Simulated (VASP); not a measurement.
# Al3InAs4 (P-4m2) in VASP: a series of runs

Al3InAs4 is run at these levels: PBE; tasks: relaxation of cell and atoms, single point.

Program: VASP 6.6.1. These are calculated values, not measurements. Logs are shortened: lines on timing, memory, paths and dates and some standing lists are left out, and cuts for length are marked.

## Step 1: The cell of the first run

It takes space group P-4m2 (No. 115, tetragonal). The conventional cell has a = 3.901 Å, b = 3.901 Å, c = 11.032 Å, α = 90.00°, β = 90.00°, γ = 90.00°. Within 3.2 Å of Al (site symmetry 2mm) lie 4 As at 2.39 Å. Al (site symmetry -4m2) has 4 As at 2.39 Å within 3.2 Å. In (site symmetry -4m2) has 4 As at 2.39 Å within 3.2 Å. As (site symmetry 2mm) has 4 Al at 2.39 Å within 3.2 Å. As (site symmetry 2mm) has 2 Al at 2.39 Å and 2 In at 2.39 Å within 3.2 Å.

## Step 2: Relaxation of cell and atoms, PBE

INCAR

```
PREC = Accurate
ENCUT = 600
EDIFF = 1E-6
ISMEAR = 0
SIGMA = 0.1
LREAL = False
LASPH = True
NELM = 100
ALGO = Normal
ISIF = 3
LWAVE = False
LCHARG = False
GGA = PE
IBRION = 2
NSW = 90
EDIFFG = -0.04
```

KPOINTS

```
Automatic mesh
0
Gamma
  4 4 2
```

POSCAR

```
Al3InAs4
1.0
    3.9005255000      0.0000000000      0.0000000000
    0.0000000000      3.9005255000      0.0000000000
    0.0000000000      0.0000000000     11.0323521300
Al In As
3 1 4
Direct
    0.0000000000      0.0000000000      0.7500000000
    0.5000000000      0.5000000000      0.5000000000
    0.0000000000      0.0000000000      0.2500000000
    0.5000000000      0.5000000000      0.0000000000
    0.5000000000      0.0000000000      0.6250000000
    0.0000000000      0.5000000000      0.3750000000
    0.5000000000      0.0000000000      0.1250000000
    0.0000000000      0.5000000000      0.8750000000
```

Potentials or basis: VASP PAW PBE potentials, release 64 (Al, In_d, As).

Run with:

```
$ cat potpaw_PBE.64/Al/POTCAR potpaw_PBE.64/In_d/POTCAR potpaw_PBE.64/As/POTCAR > POTCAR
$ mpirun -np 1 vasp_std > vasp.out
```

OUTCAR:

```text
PREC = Accurate
   ENCUT = 600
   EDIFF = 1E-6
   ISMEAR = 0
   LREAL = False
   LASPH = True
   NELM = 100
   ISIF = 3
   GGA = PE
   IBRION = 2
   NSW = 90
   EDIFFG = -0.04

 ion  position               nearest neighbor table
   1  0.000  0.000  0.750-   5 2.39   8 2.39   8 2.39   5 2.39
   2  0.500  0.500  0.500-   5 2.39   6 2.39   5 2.39   6 2.39
   3  0.000  0.000  0.250-   6 2.39   7 2.39   6 2.39   7 2.39
   4  0.500  0.500  0.000-   7 2.39   8 2.39   7 2.39   8 2.39
   5  0.500  0.000  0.625-   1 2.39   2 2.39   2 2.39   1 2.39
   6  0.000  0.500  0.375-   2 2.39   3 2.39   3 2.39   2 2.39
   7  0.500  0.000  0.125-   3 2.39   4 2.39   4 2.39   3 2.39
   8  0.000  0.500  0.875-   1 2.39   4 2.39   1 2.39   4 2.39

  LATTYP: Found a simple tetragonal cell.
 ALAT       =     3.9005255000
 C/A-ratio  =     2.8284271260

  Lattice vectors:

 A1 = (   3.9005255000,   0.0000000000,   0.0000000000)
 A2 = (   0.0000000000,   3.9005255000,   0.0000000000)
 A3 = (   0.0000000000,   0.0000000000,  11.0323521300)

Analysis of symmetry for initial positions (statically):
=====================================================================
 Subroutine PRICEL returns:
 Original cell was already a primitive cell.

 Routine SETGRP: Setting up the symmetry group for a
 simple tetragonal supercell.

 Subroutine GETGRP returns: Found  8 space group operations
 (whereof  8 operations were pure point group operations)
 out of a pool of 16 trial point group operations.

The static configuration has the point symmetry D_2d.

Analysis of symmetry for dynamics (positions and initial velocities):
=====================================================================
 Subroutine PRICEL returns:
 Original cell was already a primitive cell.

 Routine SETGRP: Setting up the symmetry group for a
 simple tetragonal supercell.

 Subroutine GETGRP returns: Found  8 space group operations
 (whereof  8 operations were pure point group operations)
 out of a pool of 16 trial point group operations.

The dynamic configuration has the point symmetry D_2d.

 Subroutine INISYM returns: Found  8 space group operations
 (whereof  8 operations are pure point group operations),
 and found     1 'primitive' translations

----------------------------------------------------------------------------------------

                                     Primitive cell

  volume of cell :     167.8473

  direct lattice vectors                    reciprocal lattice vectors
     3.900525500  0.000000000  0.000000000     0.256375711  0.000000000  0.000000000
     0.000000000  3.900525500  0.000000000     0.000000000  0.256375711  0.000000000
     0.000000000  0.000000000 11.032352130     0.000000000  0.000000000  0.090642502

  length of vectors
     3.900525500  3.900525500 11.032352130     0.256375711  0.256375711  0.090642502

  position of ions in fractional coordinates (direct lattice)
     0.000000000  0.000000000  0.750000000
     0.500000000  0.500000000  0.500000000
     0.000000000  0.000000000  0.250000000
     0.500000000  0.500000000  0.000000000
     0.500000000  0.000000000  0.625000000
     0.000000000  0.500000000  0.375000000
     0.500000000  0.000000000  0.125000000
     0.000000000  0.500000000  0.875000000

  ion indices of the primitive-cell ions
   primitive index   ion index
                 1           1
                 2           2
                 3           3
                 4           4
                 5           5
                 6           6
                 7           7
                 8           8

----------------------------------------------------------------------------------------

 KPOINTS: Automatic mesh

Automatic generation of k-mesh.
 Grid dimensions read from file:
 generate k-points for:    4    4    2

 Generating k-lattice:

  Cartesian coordinates                     Fractional coordinates (reciprocal lattice)
     0.064093928  0.000000000  0.000000000     0.250000000  0.000000000  0.000000000
     0.000000000  0.064093928  0.000000000     0.000000000  0.250000000  0.000000000
     0.000000000  0.000000000  0.045321251     0.000000000  0.000000000  0.500000000

  Length of vectors
     0.064093928  0.064093928  0.045321251

  Shift w.r.t. Gamma in fractional coordinates (k-lattice)
     0.000000000  0.000000000  0.000000000

 Subroutine IBZKPT returns following result:
 ===========================================

 Found     12 irreducible k-points:

 Following reciprocal coordinates:
            Coordinates               Weight
  0.000000  0.000000  0.000000      1.000000
  0.250000  0.000000  0.000000      4.000000
  0.500000  0.000000  0.000000      2.000000
  0.250000  0.250000  0.000000      4.000000
  0.500000  0.250000  0.000000      4.000000
  0.500000  0.500000  0.000000      1.000000
  0.000000  0.000000  0.500000      1.000000
  0.250000  0.000000  0.500000      4.000000
  0.500000  0.000000  0.500000      2.000000
  0.250000  0.250000  0.500000      4.000000
  0.500000  0.250000  0.500000      4.000000
  0.500000  0.500000  0.500000      1.000000
   k-points           NKPTS =     12   k-points in BZ     NKDIM =     12   number of bands    NBANDS=     26
   number of dos      NEDOS =    301   number of ions     NIONS =      8
   total plane-waves  NPLWV =  92160
   dimension x,y,z NGX =    32 NGY =   32 NGZ =   90
   dimension x,y,z NGXF=    64 NGYF=   64 NGZF=  180
   ions per type =               3   1   4
   NGX,Y,Z   is equivalent  to a cutoff of  13.64, 13.64, 13.56 a.u.
   NGXF,Y,Z  is equivalent  to a cutoff of  27.28, 27.28, 27.12 a.u.
 SYSTEM =  unknown system
   PREC   = accura    normal or accurate (medium, high low for compatibility)
   ISTART =      0    job   : 0-new  1-cont  2-samecut
   ICHARG =      2    charge: 1-file 2-atom 10-const
   ISPIN  =      1    spin polarized calculation?
   LNONCOLLINEAR =      F non collinear calculations
   LSORBIT =      F    spin-orbit coupling
   LASPH  =      T    aspherical Exc in radial PAW
   ENCUT  =  600.0 eV  44.10 Ry    6.64 a.u.   7.79  7.79 22.03*2*pi/ulx,y,z
   NELM   =    100;   NELMIN=  2; NELMDL= -5     # of ELM steps
   EDIFF  = 0.1E-05   stopping-criterion for ELM
   LREAL  =      F    real-space projection
   EDIFFG = -.4E-01   stopping-criterion for IOM
   NSW    =     90    number of steps for IOM
   IBRION =      2    ionic relax: 0-MD 1-quasi-New 2-CG
   NFREE  =      1    steps in history (QN), initial steepest desc. (CG)
   ISIF   =      3    stress and relaxation
   ISYM   =      2    0-nonsym 1-usesym 2-fastsym
   POTIM  = 0.5000    time-step for ionic-motion
   TEBEG  =    0.0;   TEEND  =   0.0 temperature during run
   PSTRESS=    0.0 pullay stress
   NELECT =      42.0000    total number of electrons
   NUPDOWN=      -1.0000    fix difference up-down
   EMIN   =  10.00;   EMAX   =-10.00  energy-range for DOS
   EFERMI =   0.00;   METHOD = LEGACY
   ISMEAR =     0;   SIGMA  =   0.10  broadening in eV -4-tet -1-fermi 0-gaus
   EFERMI_NEDOS =   21; number of points for ismear=-14 and -15
   IALGO  =     38    algorithm
   IMIX   =      4    mixing-type and parameters
     AMIX     =   0.40;   BMIX     =  1.00
     AMIX_MAG =   1.60;   BMIX_MAG =  1.00
  volume/ion in A,a.u.               =      20.98       141.59
  Fermi-wavevector in a.u.,A,eV,Ry     =   1.031620  1.949479 14.479866  1.064240
  Thomas-Fermi vector in A             =   2.165777
   LORBIT       =      0    0 simple, 1 ext, 2 COOP (PROOUT), +10 PAW based schemes
   GGA     = PE    functional components
   LHFCALC =     F    Hartree Fock is set to
   AEXX    =    0.0000 exact exchange contribution
   IVDW    =     0    specifies the selected vdW correction
   LEPSILON=     F    determine dielectric tensor
   LRPA    =     F    only Hartree local field effects (RPA)
 conjugate gradient relaxation of ions
 non-spin polarized calculation
 Gauss-broadening in eV      SIGMA  =   0.10
  energy-cutoff  :      600.00
  volume of cell :      167.85
 maximum number of plane-waves:      5628
 NGX is ok and might be reduce to    32
   NGX = 15   NGY = 15   NGZ = 45

--------------------------------------- Ionic step        1  -------------------------------------------

 number of electron      41.9999992 magnetization

 Free energy of the ion-electron system (eV)
  ---------------------------------------------------
  ext. energy  EPLUGINS =         0.00000000
  ---------------------------------------------------
  free energy    TOTEN  =       -33.83230102 eV

  energy without entropy =      -33.83230102  energy(sigma->0) =      -33.83230102

 E-fermi :   5.9027     XC(G=0):  -9.5954

 val. band max:        5.4163595935   @ k =   0.0000   0.0000   0.0000
 cond. band min:       6.5750655448   @ k =   0.5000   0.5000   0.0000
 fundamental gap:      1.1587059513
 Fermi energy:         5.9026773451

 k-point     1 :       0.0000    0.0000    0.0000
  band No.  band energies     occupation
      1      -9.5668      2.00000
      2      -9.2309      2.00000
      3      -9.2309      2.00000
      4      -9.1012      2.00000
      5      -9.0149      2.00000
      6      -7.4570      2.00000
[... 456 lines left out ...]
  FREE ENERGIE OF THE ION-ELECTRON SYSTEM (eV)
  ---------------------------------------------------
  free  energy   TOTEN  =       -35.5106474162 eV

  energy  without entropy=      -35.5106474162  energy(sigma->0) =      -35.51064742

[... ionic steps 4 to 8 ...]

--------------------------------------- Ionic step        9  -------------------------------------------

 number of electron      41.9999985 magnetization

------------------------ aborting loop because EDIFF is reached ----------------------------------------

  FORCE on cell =-STRESS in cart. coord.  units (eV):
  Direction    XX          YY          ZZ          XY          YZ          ZX
  --------------------------------------------------------------------------------------
  -------------------------------------------------------------------------------------
  Total        0.0062807      0.0062807      0.1689676      0.0000000     -0.0000000      0.0000000
  in kB        0.0505047      0.0505047      1.3587016      0.0000000     -0.0000000      0.0000000
  external PRESSURE =       0.4865703 kB  Pullay stress =       0.0000000 kB
[... 69 lines left out ...]
  energy  without entropy=      -35.6262784096  energy(sigma->0) =      -35.62627841

--------------------------------------- Ionic step       11  -------------------------------------------

 number of electron      41.9999987 magnetization

 Free energy of the ion-electron system (eV)
  ---------------------------------------------------
  ext. energy  EPLUGINS =         0.00000000
  ---------------------------------------------------
  free energy    TOTEN  =       -35.62667253 eV

  energy without entropy =      -35.62667253  energy(sigma->0) =      -35.62667253

 E-fermi :   4.2447     XC(G=0):  -8.8876

 val. band max:        3.7502010851   @ k =   0.0000   0.0000   0.0000
 cond. band min:       4.7821641301   @ k =   0.0000   0.0000   0.0000
 fundamental gap:      1.0319630450
 Fermi energy:         4.2446895282

 k-point     1 :       0.0000    0.0000    0.0000
  band No.  band energies     occupation
      1     -10.4436      2.00000
      2     -10.3067      2.00000
      3     -10.3067      2.00000
      4     -10.2461      2.00000
      5     -10.2341      2.00000
      6      -7.9146      2.00000
[... 372 lines left out ...]
  FREE ENERGIE OF THE ION-ELECTRON SYSTEM (eV)
  ---------------------------------------------------
  free  energy   TOTEN  =       -35.6266725342 eV

  energy  without entropy=      -35.6266725342  energy(sigma->0) =      -35.62667253

 reached required accuracy - stopping structural energy minimisation
```

It took 5.1 min on 1 thread of AMD EPYC 9R14 (Zen 4), shared host; peak memory 0.31 GiB.

What came out:

- Free energy: -35.6267 eV
- Relaxed volume: 24.96 Å³/atom
- Relaxed cell: a = 4.152 Å, b = 4.152 Å, c = 11.581 Å, α = 90.00°, β = 90.00°, γ = 90.00°
- Space group after relaxing (to 0.05 Å): P-4m2 (No. 115)
- Energy gained by relaxing: 224.3 meV/atom
- Ionic steps: 11
- Pressure after relaxing: -0.1 GPa
- Largest force after relaxing: 0.016 eV/Å
- Band gap on the k mesh: 1.03 eV, direct

Forces in eV/Å, atoms in the order of the input:
```
Al   0.000  0.000  0.002
Al   0.000  0.000  0.000
Al   0.000  0.000 -0.002
In   0.000  0.000  0.000
As   0.000  0.000  0.016
As   0.000  0.000 -0.016
As   0.000  0.000  0.001
As   0.000  0.000 -0.001
```

Step by step:
| step | energy change (eV) | largest force (eV/Å) | pressure (GPa) | volume (Å³) |
| --- | --- | --- | --- | --- |
| 1 | 0.0000 | 2.4791 | 16.88 | 167.85 |
| 2 | -1.1340 | 0.5012 | -6.00 | 227.48 |
| 3 | -1.6783 | 0.6378 | -0.48 | 201.85 |
| 4 | -1.6782 | 0.6614 | -0.27 | 201.13 |
| 5 | -1.7243 | 0.4229 | -0.03 | 200.05 |
| 6 | -1.7647 | 0.3075 | 0.70 | 197.36 |
| 7 | -1.7833 | 0.2382 | -0.37 | 200.61 |
| 8 | -1.7833 | 0.2378 | -0.38 | 200.64 |
| 9 | -1.7937 | 0.0744 | 0.05 | 199.25 |
| 10 | -1.7940 | 0.0428 | 0.13 | 198.99 |
| 11 | -1.7944 | 0.0164 | -0.08 | 199.69 |

Final structure:
```xyz
8
Lattice="4.1524 0.0000 0.0000 0.0000 4.1524 0.0000 0.0000 0.0000 11.5814" Properties=species:S:1:pos:R:3 pbc="T T T"
Al    4.1524    0.0000    8.5768
Al    2.0762    2.0762    5.7907
Al    0.0000    0.0000    3.0046
In    2.0762    2.0762    0.0000
As    2.0762    0.0000    7.1823
As    0.0000    2.0762    4.3991
As    2.0762    0.0000    1.6351
As    0.0000    2.0762    9.9463
```

Levels at points of the mesh, in eV from the valence-band top:
```
           k point  band 17  band 18  band 19  band 20  band 21  band 22  band 23  band 24  band 25  band 26
(0.00, 0.00, 0.00)    -1.22    -1.22    -0.11     0.00     0.00     1.03     1.45     1.97     2.31     2.57
(0.50, 0.00, 0.00)    -1.19    -1.13    -0.85    -0.78    -0.42     1.47     1.68     2.81     3.09     4.39
(0.50, 0.50, 0.00)    -2.73    -2.20    -2.10    -2.10    -2.01     1.51     1.51     1.85     2.53     4.40
(0.00, 0.00, 0.50)    -1.47    -0.71    -0.71    -0.32    -0.32     1.49     1.80     2.23     2.44     2.70
(0.50, 0.00, 0.50)    -1.71    -1.19    -1.19    -1.14    -0.43     2.38     2.41     2.49     2.51     4.13
(0.50, 0.50, 0.50)    -2.51    -2.48    -2.44    -2.40    -2.40     2.47     2.47     2.60     2.60     2.67
```

Caveat: the volume moved by over 15 % at a fixed basis, so the end points are rough; spin-orbit coupling is left out, which moves the levels of the heavy elements.

## Step 3: Single point, PBE

This run uses another cell than the first one, of 24.87 Å³/atom, 1.186 times its volume.

INCAR

```
SYSTEM = Al3InAs4
PREC = Accurate
ENCUT = 520
EDIFF = 1E-6
ISMEAR = 0
SIGMA = 0.02
LREAL = .False.
LASPH = .True.
NELM = 60
ALGO = Normal
ISIF = 2
LWAVE = .False.
LCHARG = .False.
GGA = PE
NBANDS = 31
```

KPOINTS

```
Automatic mesh
0
Gamma
  8 8 4
  0 0 0
```

POSCAR

```
Al3InAs4
1.0
    4.1252189562      0.0000000000      0.0000000000
    0.0000000000      4.1252189562      0.0000000000
    0.0000000000      0.0000000000     11.6931016429
Al In As
3 1 4
Direct
    0.0000000000      0.0000000000      0.7408338858
    0.5000000000      0.5000000000      0.5000000000
    0.0000000000      0.0000000000      0.2591661142
    0.5000000000      0.5000000000      0.0000000000
    0.5000000000      0.0000000000      0.6203843738
    0.0000000000      0.5000000000      0.3796156262
    0.5000000000      0.0000000000      0.1407229211
    0.0000000000      0.5000000000      0.8592770789
```

Potentials or basis: VASP PAW PBE potentials, release 64 (Al, In_d, As).

Run with:

```
$ cat potpaw_PBE.64/Al/POTCAR potpaw_PBE.64/In_d/POTCAR potpaw_PBE.64/As/POTCAR > POTCAR
$ mpirun -np 1 vasp_std > vasp.out
```

Wall time 3 min (1 thread of AMD EPYC 9R14 (Zen 4), shared host); peak memory 0.41 GiB.

Results (log left out):

- Free energy: -35.7815 eV
- Pressure: 0.1 GPa
- Band gap on the k mesh: 1.04 eV, direct

Forces on the atoms (eV/Å):
```
Al   0.000  0.000  0.000
Al   0.000  0.000  0.000
Al   0.000  0.000  0.000
In   0.000  0.000  0.000
As   0.000  0.000  0.000
As   0.000  0.000  0.000
As   0.000  0.000 -0.003
As   0.000  0.000  0.003
```

Levels at points of the mesh, in eV from the valence-band top:
| k point | band 18 | band 19 | band 20 | band 21 | band 22 | band 23 | band 24 | band 25 |
| --- | --- | --- | --- | --- | --- | --- | --- | --- |
| (0.00, 0.00, 0.00) | -1.20 | -0.17 | 0.00 | 0.00 | 1.04 | 1.47 | 2.05 | 2.34 |
| (0.50, 0.00, 0.00) | -1.10 | -0.93 | -0.87 | -0.40 | 1.47 | 1.69 | 2.88 | 3.14 |
| (0.50, 0.50, 0.00) | -2.26 | -2.16 | -2.16 | -2.07 | 1.47 | 1.47 | 1.79 | 2.46 |
| (0.00, 0.00, 0.50) | -0.70 | -0.70 | -0.32 | -0.32 | 1.52 | 1.85 | 2.27 | 2.42 |
| (0.50, 0.00, 0.50) | -1.15 | -1.14 | -1.11 | -0.40 | 2.40 | 2.43 | 2.53 | 2.54 |
| (0.50, 0.50, 0.50) | -2.53 | -2.50 | -2.44 | -2.44 | 2.39 | 2.39 | 2.53 | 2.53 |

Caveat: spin-orbit coupling is left out, which moves the levels of the heavy elements. A k mesh can miss the band edges.
